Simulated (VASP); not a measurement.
Write the native input for VASP 6.6.1 that does the following.

| Item | Value |
| --- | --- |
| Task | single point |
| Functional | PBE |
| Potentials or basis | VASP PAW PBE potentials, release 64 (Y_sv, Si, F) |
| Cutoff | 520 eV |
| k mesh | 6 × 6 × 6 |
| Occupations | gaussian, width 0.1 eV |
| Spin | no spin polarisation |
| Dipole correction | no |
| Further INCAR settings | ALGO = Normal; EDIFF = 1e-07; NBANDS = 26 |

The structure of Y2Si2F lies in POSCAR:

```
Y2Si2F
1.0
   -1.7765341418      1.7765341418      8.0040396798
    1.7765341418     -1.7765341418      8.0040396798
    1.7765341418      1.7765341418     -8.0040396798
Y Si F
2 2 1
Direct
    0.3906208629      0.3906208629      0.0000000000
    0.6093791371      0.6093791371      0.0000000000
    0.7500000000      0.2500000000      0.5000000000
    0.2500000000      0.7500000000      0.5000000000
    0.0000000000      0.0000000000      0.0000000000
```

The cell was generated, and may not be a known phase.

The input as run:

INCAR

```
PREC = Accurate
ENCUT = 520
EDIFF = 1E-7
ISMEAR = 0
SIGMA = 0.1
LREAL = F
LASPH = T
NELM = 100
ALGO = Normal
ISIF = 2
LWAVE = F
LCHARG = F
GGA = PE
NBANDS = 26
```

KPOINTS

```
Automatic mesh
0
Gamma
  6 6 6
```

Potentials or basis: VASP PAW PBE potentials, release 64 (Y_sv, Si, F).

Launch:

```sh
$ cat potpaw_PBE.64/Y_sv/POTCAR potpaw_PBE.64/Si/POTCAR potpaw_PBE.64/F/POTCAR > POTCAR
$ mpirun -np 1 vasp_std > vasp.out
```

Results of the run:

The pressure is -0.1 GPa, the largest force is 0.019 eV/Å and the band gap on the k mesh is zero (an odd number of electrons rules out a gap without spin polarisation).

Caveat: an odd number of electrons without spin polarisation forces a metal; a magnetic or distorted state may lie lower.

Run time: 6 min on 1 thread of Intel(R) Xeon(R) 6975P-C (Granite Rapids), with other jobs on the host, peak memory 0.61 GiB.
